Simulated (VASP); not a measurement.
Write the native input for VASP 6.6.1 that does the following.

| Quantity | Value |
| --- | --- |
| Task | single point |
| Functional | PBE |
| Potentials or basis | VASP PAW PBE potentials, release 64 (W_sv) |
| Cutoff | 520 eV |
| k mesh | 4 × 4 × 1 |
| Occupations | gaussian, width 0.1 eV |
| Spin | no spin polarisation |
| Dipole correction | yes |
| Further INCAR settings | LREAL = Auto; ALGO = Normal; EDIFF = 1e-07; NBANDS = 126 |

The structure of W lies in POSCAR:

```
W
1.0
    6.3673983413      0.0000000000      0.0000000000
    0.0000000000      6.3673983413      0.0000000000
    0.0000000000      0.0000000000     20.1425775435
W
16
Direct
    0.2500000000      0.2500000000      0.1985843168
    0.2500000000      0.7500000000      0.1985843168
    0.7500000000      0.2500000000      0.1985843168
    0.7500000000      0.7500000000      0.1985843168
    0.0000000000      0.0000000000      0.2776134074
    0.0000000000      0.5000000000      0.2776134074
    0.5000000000      0.0000000000      0.2776134074
    0.5000000000      0.5000000000      0.2776134074
    0.2500000000      0.2500000000      0.3599451791
    0.2500000000      0.7500000000      0.3599451791
    0.7500000000      0.2500000000      0.3599451791
    0.7500000000      0.7500000000      0.3599451791
    0.0000000000      0.0000000000      0.4290700892
    0.0000000000      0.5000000000      0.4290700892
    0.5000000000      0.0000000000      0.4290700892
    0.5000000000      0.5000000000      0.4290700892
```

The input as run:

INCAR

```
PREC = Accurate
ENCUT = 520
EDIFF = 1E-7
ISMEAR = 0
SIGMA = 0.1
LREAL = Auto
LASPH = True
NELM = 100
ALGO = Normal
ISIF = 2
LWAVE = False
LCHARG = False
LDIPOL = True
IDIPOL = 3
DIPOL = 0.5 0.5 0.316
GGA = PE
NBANDS = 126
```

KPOINTS

```
regular mesh
0
Gamma
  4 4 1
```

Potentials or basis: VASP PAW PBE potentials, release 64 (W_sv).

Run with:

```console
$ cat potpaw_PBE.64/W_sv/POTCAR > POTCAR
$ mpirun -np 1 vasp_std > vasp.out
```

Results of the run:

| Property | Result |
| --- | --- |
| Largest force | 2.060 eV/Å |
| Band gap on the k mesh | zero (bands 112 and 113 overlap by 0.13 eV) |

Caveat: spin-orbit coupling is left out, which moves the levels of the heavy elements.

Run time: 20 min on 1 thread of Intel(R) Xeon(R) 6975P-C (Granite Rapids), with other jobs on the host, peak memory 0.89 GiB.
